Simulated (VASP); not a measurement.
Set up this calculation in VASP 6.6.1, as the native input.

```yaml
Task: single point
Functional: PBE
Potentials_or_basis: VASP PAW PBE potentials, release 64 (Ca_sv, B)
Cutoff: 500 eV
k_mesh: 7 × 7 × 5
Occupations: gaussian, width 0.1 eV
Spin: no spin polarisation
Dipole_correction: no
Further_INCAR_settings: ALGO = Normal; EDIFF = 1e-06; NBANDS = 15
```

The structure of CaB2 lies in POSCAR:

```
CaB2
1.0
    3.2264302843      0.0000000000      0.0000000000
   -1.6132151421      2.7941705897      0.0000000000
    0.0000000000      0.0000000000      4.0673920000
Ca B
1 2
Direct
    0.0000000000      0.0000000000      0.0000000000
    0.3333333333      0.6666666667      0.5000000000
    0.6666666667      0.3333333333      0.5000000000
```

The input as run:

INCAR

```
SYSTEM = CaB2
PREC = Accurate ; ENCUT = 500
EDIFF = 1E-6 ; ISMEAR = 0
SIGMA = 0.1 ; LREAL = .False.
LASPH = .True. ; NELM = 120
ALGO = Normal ; ISIF = 2
LWAVE = .False. ; LCHARG = .False.
GGA = PE ; NBANDS = 15
GGA_COMPAT = .False.
```

KPOINTS

```
Automatic mesh
0
Gamma
  7 7 5
  0 0 0
```

Potentials or basis: VASP PAW PBE potentials, release 64 (Ca_sv, B).

Run with:

```sh
$ cat potpaw_PBE.64/Ca_sv/POTCAR potpaw_PBE.64/B/POTCAR > POTCAR
$ mpirun -np 1 vasp_std > vasp.out
```

Results of the run:

```yaml
Pressure: -0.1 GPa
Band_gap_on_the_k_mesh: zero (bands 8 and 9 overlap by 1.28 eV)
```

Run time: 9 s on 1 thread of Intel(R) Xeon(R) 6975P-C (Granite Rapids), on a shared host, peak memory 0.15 GiB.
